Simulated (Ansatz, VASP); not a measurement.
One calculation of Ir, two programs

Contents of INCAR:

```
SYSTEM = Ir
ALGO = Normal
EDIFF = 1E-6
ENCUT = 500
GGA = PE
GGA_COMPAT = .False.
ISIF = 2
ISMEAR = 1
LASPH = .True.
LCHARG = .True.
LELF = .True.
LREAL = .False.
LVHAR = .True.
LWAVE = .False.
NBANDS = 10
NELM = 120
PREC = Accurate
SIGMA = 0.15
```

KPOINTS

```
k-points
0
Gamma
  7 7 7
  0 0 0
```

The input POSCAR:

```
Ir
1.0
    0.0040200000      1.9162800000      1.9509000000
    1.9384000000      0.0192000000      1.9357200000
    1.9549600000      1.9176600000      0.0026400000
Ir
1
Direct
    0.0000000000      0.0000000000      0.0000000000
```

Input for Ansatz:

```yaml
crystal:
  lattice:
    - [0.00402, 1.91628, 1.9509]
    - [1.9384, 0.0192, 1.93572]
    - [1.95496, 1.91766, 0.00264]
  atoms:
    - { symbol: Ir, position: [0.0, 0.0, 0.0] }
basis:
  ecutwfc: 540.0
  xc_grid: 2
kpoints:
  mp_grid:
    grid: [7, 7, 7]
scf:
  convergence:
    dr2_threshold: 1.0e-09
  occupations:
    method: cold
    width: 0.15
output:
  forces: true
  stress: true
```

Alike in both runs: task single point; functional PBE; k mesh 7 × 7 × 7; no spin polarisation.

```csv
,VASP,Ansatz
version,VASP 6.6.1,Ansatz 0.2.0
potentials or method,"VASP PAW PBE potentials, release 64 (Ir), cutoff 500 eV","plane waves, PAW"
occupations,"methfessel-paxton of order 1, width 0.15 eV","cold, width 0.15 eV"
valence electrons in the cell,9,17
```

|  | VASP | Ansatz | Ansatz less VASP |
| --- | --- | --- | --- |
| pressure (GPa) | 1.8 | 1.2 | -0.54 |
| traceless stress, the component that is largest in VASP (GPa) | 4.66 | 4.59 | -0.067 |

VASP's potentials hold 9 valence electrons a cell and Ansatz's 17, so a difference there can come from the potentials and not from the codes. Ansatz's warnings: stress scf threshold loose.

The k mesh is coarse, so the values compare programs but aren't converged. Neither program's run includes spin-orbit coupling.
